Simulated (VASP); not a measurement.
# GeSe (Pnma) in VASP: a series of runs

GeSe is run at these levels: PBE; tasks: single point.

Everything below comes from runs of VASP 6.6.1. Logs are shortened: lines on timing, memory, paths and dates and some standing lists are left out, and cuts for length are marked.

## Step 1: The cell of the first run

The structure is orthorhombic, space group Pnma (No. 62). Conventional cell: a = 11.182 Å, b = 3.877 Å, c = 4.537 Å, α = 90.00°, β = 90.00°, γ = 90.00°. Within 3.7 Å of Ge (site symmetry m) lie 6 Se at 2.59 to 3.51 Å and 2 Ge at 3.60 Å. Within 3.6 Å of Se (site symmetry m) lie 6 Ge at 2.59 to 3.51 Å.

## Step 2: Single point, PBE

Contents of INCAR:

```
PREC     = Accurate       # precision mode
ENCUT    = 500            # plane-wave cutoff, eV
EDIFF    = 1E-6           # SCF threshold, eV
ISMEAR   = 0              # smearing method
SIGMA    = 0.02           # smearing width, eV
LREAL    = False          # projectors in reciprocal space
LASPH    = True           # aspherical terms in the spheres
NELM     = 120            # most SCF steps
ALGO     = Normal         # electronic algorithm
ISIF     = 2              # what is computed and relaxed
LWAVE    = False          # write WAVECAR
LCHARG   = True           # write CHGCAR
GGA      = PE             # functional
LELF     = True           # ELF
LVHAR    = True         
NBANDS   = 50             # bands
GGA_COMPAT= False
```

Contents of KPOINTS:

```
regular mesh
0
Gamma
  4 8 6
```

Contents of POSCAR:

```
GeSe
1.0
   11.1824153946      0.0000000000      0.0000000000
    0.0000000000      3.8771477991      0.0000000000
    0.0000000000      0.0000000000      4.5368585670
Ge Se
4 4
Direct
    0.3736282165      0.7500000000      0.6218220227
    0.1263717835      0.2500000000      0.1218220227
    0.8736282165      0.7500000000      0.8781779773
    0.6263717835      0.2500000000      0.3781779773
    0.1474086761      0.7500000000      0.5014360356
    0.3525913239      0.2500000000      1.0014360356
    0.6474086761      0.7500000000     -0.0014360356
    0.8525913239      0.2500000000      0.4985639644
```

Potentials or basis: VASP PAW PBE potentials, release 64 (Ge_d, Se).

Run with:

```bash
cat potpaw_PBE.64/Ge_d/POTCAR potpaw_PBE.64/Se/POTCAR > POTCAR
mpirun -np 1 vasp_std > vasp.out
```

OUTCAR:

```text
PREC = Accurate
   ENCUT = 500
   EDIFF = 1E-6
   ISMEAR = 0
   LREAL = False
   LASPH = True
   NELM = 120
   ISIF = 2
   GGA = PE

 ion  position               nearest neighbor table
   1  0.374  0.750  0.622-   5 2.59   6 2.60   6 2.60
   2  0.126  0.250  0.122-   6 2.59   5 2.60   5 2.60
   3  0.874  0.750  0.878-   7 2.59   8 2.60   8 2.60
   4  0.626  0.250  0.378-   8 2.59   7 2.60   7 2.60
   5  0.147  0.750  0.501-   1 2.59   2 2.60   2 2.60
   6  0.353  0.250  0.001-   2 2.59   1 2.60   1 2.60
   7  0.647  0.750  0.999-   3 2.59   4 2.60   4 2.60
   8  0.853  0.250  0.499-   4 2.59   3 2.60   3 2.60

  LATTYP: Found a simple orthorhombic cell.
 ALAT       =     3.8771477991
 B/A-ratio  =     1.1701536289
 C/A-ratio  =     2.8841859981

  Lattice vectors:

 A1 = (   0.0000000000,   3.8771477991,   0.0000000000)
 A2 = (   0.0000000000,   0.0000000000,   4.5368585670)
 A3 = (  11.1824153946,   0.0000000000,   0.0000000000)

Analysis of symmetry for initial positions (statically):
=====================================================================
 Subroutine PRICEL returns:
 Original cell was already a primitive cell.

 Routine SETGRP: Setting up the symmetry group for a
 simple orthorhombic supercell.

 Subroutine GETGRP returns: Found  8 space group operations
 (whereof  2 operations were pure point group operations)
 out of a pool of  8 trial point group operations.

The static configuration has the point symmetry S_2 .
 The point group associated with its full space group is D_2h.

Analysis of symmetry for dynamics (positions and initial velocities):
=====================================================================
 Subroutine PRICEL returns:
 Original cell was already a primitive cell.

 Routine SETGRP: Setting up the symmetry group for a
 simple orthorhombic supercell.

 Subroutine GETGRP returns: Found  8 space group operations
 (whereof  2 operations were pure point group operations)
 out of a pool of  8 trial point group operations.

The dynamic configuration has the point symmetry S_2 .
 The point group associated with its full space group is D_2h.

 Subroutine INISYM returns: Found  8 space group operations
 (whereof  2 operations are pure point group operations),
 and found     1 'primitive' translations

----------------------------------------------------------------------------------------

                                     Primitive cell

  volume of cell :     196.6995

  direct lattice vectors                    reciprocal lattice vectors
    11.182415395  0.000000000  0.000000000     0.089426118  0.000000000  0.000000000
     0.000000000  3.877147799  0.000000000     0.000000000  0.257921558  0.000000000
     0.000000000  0.000000000  4.536858567     0.000000000  0.000000000  0.220416834

  length of vectors
    11.182415395  3.877147799  4.536858567     0.089426118  0.257921558  0.220416834

  position of ions in fractional coordinates (direct lattice)
     0.373628217  0.750000000  0.621822023
     0.126371783  0.250000000  0.121822023
     0.873628217  0.750000000  0.878177977
     0.626371783  0.250000000  0.378177977
     0.147408676  0.750000000  0.501436036
     0.352591324  0.250000000  0.001436036
     0.647408676  0.750000000  0.998563964
     0.852591324  0.250000000  0.498563964

  ion indices of the primitive-cell ions
   primitive index   ion index
                 1           1
                 2           2
                 3           3
                 4           4
                 5           5
                 6           6
                 7           7
                 8           8

----------------------------------------------------------------------------------------

 KPOINTS: regular mesh

Automatic generation of k-mesh.
 Grid dimensions read from file:
 generate k-points for:    4    8    6

 Generating k-lattice:

  Cartesian coordinates                     Fractional coordinates (reciprocal lattice)
     0.022356530  0.000000000  0.000000000     0.250000000  0.000000000  0.000000000
     0.000000000  0.032240195  0.000000000     0.000000000  0.125000000  0.000000000
     0.000000000  0.000000000  0.036736139     0.000000000  0.000000000  0.166666667

  Length of vectors
     0.022356530  0.032240195  0.036736139

  Shift w.r.t. Gamma in fractional coordinates (k-lattice)
     0.000000000  0.000000000  0.000000000

 Subroutine IBZKPT returns following result:
 ===========================================

 Found     60 irreducible k-points:

 Following reciprocal coordinates:
            Coordinates               Weight
  0.000000  0.000000  0.000000      1.000000
  0.250000  0.000000  0.000000      2.000000
  0.500000  0.000000  0.000000      1.000000
  0.000000  0.125000  0.000000      2.000000
  0.250000  0.125000  0.000000      4.000000
  0.500000  0.125000  0.000000      2.000000
[... 16 lines left out ...]
  0.250000  0.250000  0.166667      8.000000
  0.500000  0.250000  0.166667      4.000000
 [... further k-points ...]
   k-points           NKPTS =     60   k-points in BZ     NKDIM =     60   number of bands    NBANDS=     50
   number of dos      NEDOS =    301   number of ions     NIONS =      8
   total plane-waves  NPLWV =  84672
   dimension x,y,z NGX =    84 NGY =   28 NGZ =   36
   dimension x,y,z NGXF=   168 NGYF=   56 NGZF=   72
   ions per type =               4   4
   NGX,Y,Z   is equivalent  to a cutoff of  12.49, 12.01, 13.19 a.u.
   NGXF,Y,Z  is equivalent  to a cutoff of  24.98, 24.01, 26.38 a.u.
 SYSTEM =  unknown system
   PREC   = accura    normal or accurate (medium, high low for compatibility)
   ISTART =      0    job   : 0-new  1-cont  2-samecut
   ICHARG =      2    charge: 1-file 2-atom 10-const
   ISPIN  =      1    spin polarized calculation?
   LNONCOLLINEAR =      F non collinear calculations
   LSORBIT =      F    spin-orbit coupling
   LASPH  =      T    aspherical Exc in radial PAW
   ENCUT  =  500.0 eV  36.75 Ry    6.06 a.u.  20.39  7.07  8.27*2*pi/ulx,y,z
   NELM   =    120;   NELMIN=  2; NELMDL= -5     # of ELM steps
   EDIFF  = 0.1E-05   stopping-criterion for ELM
   LREAL  =      F    real-space projection
   EDIFFG = 0.1E-04   stopping-criterion for IOM
   NSW    =      0    number of steps for IOM
   IBRION =     -1    ionic relax: 0-MD 1-quasi-New 2-CG
   NFREE  =      0    steps in history (QN), initial steepest desc. (CG)
   ISIF   =      2    stress and relaxation
   ISYM   =      2    0-nonsym 1-usesym 2-fastsym
   POTIM  = 0.5000    time-step for ionic-motion
   TEBEG  =    0.0;   TEEND  =   0.0 temperature during run
   PSTRESS=    0.0 pullay stress
   NELECT =      80.0000    total number of electrons
   NUPDOWN=      -1.0000    fix difference up-down
   EMIN   =  10.00;   EMAX   =-10.00  energy-range for DOS
   EFERMI =   0.00;   METHOD = LEGACY
   ISMEAR =     0;   SIGMA  =   0.02  broadening in eV -4-tet -1-fermi 0-gaus
   EFERMI_NEDOS =   21; number of points for ismear=-14 and -15
   IALGO  =     38    algorithm
   IMIX   =      4    mixing-type and parameters
     AMIX     =   0.40;   BMIX     =  1.00
     AMIX_MAG =   1.60;   BMIX_MAG =  1.00
  volume/ion in A,a.u.               =      24.59       165.92
  Fermi-wavevector in a.u.,A,eV,Ry     =   1.212934  2.292112 20.017004  1.471208
  Thomas-Fermi vector in A             =   2.348402
   LORBIT       =      0    0 simple, 1 ext, 2 COOP (PROOUT), +10 PAW based schemes
   GGA     = PE    functional components
   LHFCALC =     F    Hartree Fock is set to
   AEXX    =    0.0000 exact exchange contribution
   IVDW    =     0    specifies the selected vdW correction
   LEPSILON=     F    determine dielectric tensor
   LRPA    =     F    only Hartree local field effects (RPA)
 non-spin polarized calculation
 Gauss-broadening in eV      SIGMA  =   0.02
  energy-cutoff  :      500.00
  volume of cell :      196.70
 maximum number of plane-waves:      5048
 NGX is ok and might be reduce to    84
   NGX = 41   NGY = 15   NGZ = 17

 number of electron      80.0000035 magnetization

 Free energy of the ion-electron system (eV)
  ---------------------------------------------------
  ext. energy  EPLUGINS =         0.00000000
  ---------------------------------------------------
  free energy    TOTEN  =       -33.87808087 eV

  energy without entropy =      -33.87808087  energy(sigma->0) =      -33.87808087

 E-fermi :   3.7526     XC(G=0):  -9.5889

 val. band max:        3.6685447619   @ k =   0.0000   0.0000   0.3333
 cond. band min:       4.5446107009   @ k =   0.0000   0.0000   0.0000
 fundamental gap:      0.8760659390
 Fermi energy:         3.7526235290

 k-point     1 :       0.0000    0.0000    0.0000
  band No.  band energies     occupation
      1     -20.8247      2.00000
      2     -20.8235      2.00000
      3     -20.8220      2.00000
      4     -20.8213      2.00000
      5     -20.8207      2.00000
      6     -20.8206      2.00000
[... 42 lines left out ...]
     49       8.6694      0.00000
     50       8.8957      0.00000

 k-point     2 :       0.2500    0.0000    0.0000
  band No.  band energies     occupation
      1     -20.8246      2.00000
      2     -20.8237      2.00000
      3     -20.8219      2.00000
      4     -20.8215      2.00000
      5     -20.8205      2.00000
      6     -20.8204      2.00000
[... 42 lines left out ...]
     49       8.8110      0.00000
     50       8.8635      0.00000

 k-point     3 :       0.5000    0.0000    0.0000
  band No.  band energies     occupation
      1     -20.8242      2.00000
      2     -20.8242      2.00000
      3     -20.8217      2.00000
      4     -20.8217      2.00000
      5     -20.8203      2.00000
      6     -20.8203      2.00000
[... 1102 lines left out ...]
     49       7.7268      0.00000
     50       8.5788      0.00000

 k-point    24 :       0.5000    0.2500    0.1667
  band No.  band energies     occupation
      1     -20.8243      2.00000
      2     -20.8243      2.00000
      3     -20.8236      2.00000
      4     -20.8236      2.00000
      5     -20.8192      2.00000
      6     -20.8192      2.00000
[... 42 lines left out ...]
     49       8.0506      0.00000
     50       8.0507      0.00000

 [... further k-points ...]

------------------------ aborting loop because EDIFF is reached ----------------------------------------

  FORCE on cell =-STRESS in cart. coord.  units (eV):
  Direction    XX          YY          ZZ          XY          YZ          ZX
  --------------------------------------------------------------------------------------
  -------------------------------------------------------------------------------------
  Total        0.0111654      0.0335858      0.0091806      0.0000000      0.0000000      0.0000000
  in kB        0.0909455      0.2735662      0.0747791      0.0000000      0.0000000      0.0000000
  external PRESSURE =       0.1464303 kB  Pullay stress =       0.0000000 kB

 VOLUME and BASIS-vectors are now :
 -----------------------------------------------------------------------------
  energy-cutoff  :      500.00
  volume of cell :      196.70
      direct lattice vectors                 reciprocal lattice vectors
    11.182415395  0.000000000  0.000000000     0.089426118  0.000000000  0.000000000
     0.000000000  3.877147799  0.000000000     0.000000000  0.257921558  0.000000000
     0.000000000  0.000000000  4.536858567     0.000000000  0.000000000  0.220416834

 POSITION                                       TOTAL-FORCE (eV/Angst)
 -----------------------------------------------------------------------------------
      4.17807      2.90786      2.82112         0.010170      0.000000     -0.014705
      1.41314      0.96929      0.55269        -0.010170      0.000000     -0.014705
      9.76927      2.90786      3.98417         0.010170      0.000000      0.014705
      7.00435      0.96929      1.71574        -0.010170     -0.000000      0.014705
      1.64839      2.90786      2.27494        -0.006115     -0.000000      0.012478
      3.94282      0.96929      0.00652         0.006115     -0.000000      0.012478
      7.23959      2.90786      4.53034        -0.006115     -0.000000     -0.012478
      9.53403      0.96929      2.26191         0.006115     -0.000000     -0.012478
 -----------------------------------------------------------------------------------
    total drift:                               -0.000000     -0.000000      0.000000

  FREE ENERGIE OF THE ION-ELECTRON SYSTEM (eV)
  ---------------------------------------------------
  free  energy   TOTEN  =       -33.8780808679 eV

  energy  without entropy=      -33.8780808679  energy(sigma->0) =      -33.87808087
```

It took 5.4 min on 1 thread of Intel Xeon Platinum 8488C (Sapphire Rapids), shared host; peak memory 0.54 GiB.

What came out:

- Free energy: -33.8781 eV
- Pressure: 0.0 GPa
- Largest force: 0.018 eV/Å
- Band gap on the k mesh: 0.88 eV (least direct gap 0.97 eV)

Forces on the atoms (eV/Å):
```
Ge   0.010  0.000 -0.015
Ge  -0.010  0.000 -0.015
Ge   0.010  0.000  0.015
Ge  -0.010  0.000  0.015
Se  -0.006  0.000  0.012
Se   0.006  0.000  0.012
Se  -0.006  0.000 -0.012
Se   0.006  0.000 -0.012
```

Levels at points of the mesh, in eV from the valence-band top:
| k point | band 37 | band 38 | band 39 | band 40 | band 41 | band 42 | band 43 | band 44 |
| --- | --- | --- | --- | --- | --- | --- | --- | --- |
| (0.00, 0.00, 0.00) | -1.31 | -0.97 | -0.73 | -0.10 | 0.88 | 2.64 | 2.65 | 2.66 |
| (0.50, 0.00, 0.00) | -1.55 | -1.55 | -0.36 | -0.36 | 2.30 | 2.30 | 2.45 | 2.45 |
| (0.00, 0.50, 0.00) | -1.40 | -1.40 | -1.13 | -1.13 | 1.12 | 1.12 | 1.37 | 1.37 |
| (0.50, 0.50, 0.00) | -1.46 | -1.46 | -1.46 | -1.46 | 1.52 | 1.52 | 1.52 | 1.52 |
| (0.00, 0.00, 0.50) | -0.89 | -0.89 | -0.36 | -0.36 | 1.33 | 1.33 | 2.00 | 2.00 |
| (0.50, 0.00, 0.50) | -0.57 | -0.57 | -0.47 | -0.47 | 1.38 | 1.38 | 1.95 | 1.95 |
| (0.00, 0.50, 0.50) | -1.96 | -1.96 | -1.32 | -1.32 | 2.85 | 2.85 | 3.24 | 3.24 |
| (0.50, 0.50, 0.50) | -1.37 | -1.37 | -1.37 | -1.37 | 2.67 | 2.67 | 2.67 | 2.67 |

A k mesh can miss the band edges.

[end of part 1 of 2]
